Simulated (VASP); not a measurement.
Input of a VASP 6.6.1 run:

The input INCAR:

```
ALGO = Normal
EDIFF = 1E-6
ENCUT = 520
GGA = PE
ISIF = 2
ISMEAR = 0
LASPH = T
LCHARG = F
LREAL = F
LWAVE = F
NBANDS = 16
NELM = 80
PREC = Accurate
SIGMA = 0.05
```

The input KPOINTS:

```
k-points
0
Gamma
  9 9 6
```

File POSCAR:

```
AlN
1.0
    3.1298889828      0.0000000000     -0.4694833474
   -1.5649444914      2.7105633702      0.2347416737
   -0.7525434444      0.0000000000      4.9166171702
Al N
2 2
Direct
    0.3509065462      0.6660039146      0.0061305632
    0.6849026316      0.3339960854      0.5061305632
    0.3262151461      0.6882394701      0.3788694368
    0.6379756760      0.3117605299      0.8788694368
```

Potentials or basis: VASP PAW PBE potentials, release 64 (Al, N).

Command:

```console
$ cat potpaw_PBE.64/Al/POTCAR potpaw_PBE.64/N/POTCAR > POTCAR
$ mpirun -np 1 vasp_std > vasp.out
```

Task: What does it give for the pressure?

Result: 6.2 GPa.

Task: Estimate the largest force.

Result: 0.006 eV/Å.

Task: Estimate the band gap on the k mesh.

Result: 2.37 eV, direct.

Forces on the atoms (eV/Å):
```
Al   0.002 -0.004 -0.004
Al   0.002  0.004 -0.004
N   -0.002  0.003  0.004
N   -0.002 -0.003  0.004
```

Caveat: the cell differs from its parent crystal (engineering shear strain xz -0.3000, normal strain along z -0.0200). A k mesh can miss the band edges.
